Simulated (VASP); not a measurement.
Set up this calculation in VASP 6.6.1, as the native input.

```yaml
Task: single point
Functional: PBE
Potentials_or_basis: VASP PAW PBE potentials, release 64 (C)
Cutoff: 520 eV
k_mesh: 11 × 11 × 16
Occupations: fermi-dirac, width 0.1 eV
Spin: no spin polarisation
Dipole_correction: no
Further_INCAR_settings: ALGO = Normal; EDIFF = 1e-07; NBANDS = 13
```

The structure of C lies in POSCAR:

```
C
1.0
    5.0026944753      0.0000000000      0.0000000000
   -2.5013472376      4.3324605030      0.0000000000
    0.0000000000      0.0000000000      1.2663682519
C
3
Direct
    0.0000000000      0.0000000000      0.0000000000
    0.3333333333      0.6666666667      0.5000000000
    0.6666666667      0.3333333333      0.5000000000
```

The input as run:

INCAR

```
ALGO = Normal
EDIFF = 1E-7
ENCUT = 520
GGA = PE
ISIF = 2
ISMEAR = -1
LASPH = True
LCHARG = False
LREAL = False
LWAVE = False
NBANDS = 13
NELM = 80
PREC = Accurate
SIGMA = 0.1
```

KPOINTS

```
k-points
0
Gamma
  11 11 16
```

Potentials or basis: VASP PAW PBE potentials, release 64 (C).

Run with:

```console
$ cat potpaw_PBE.64/C/POTCAR > POTCAR
$ mpirun -np 1 vasp_std > vasp.out
```

It gave:

```
Pressure               : 21.1 GPa
Band gap on the k mesh : zero (band 6 reaches 13.68 eV, above the bottom of band 7 at -2.97 eV)
```

It took 24 s on 1 thread of Intel(R) Xeon(R) Platinum 8488C (Sapphire Rapids) (shared host), peak memory 0.15 GiB.
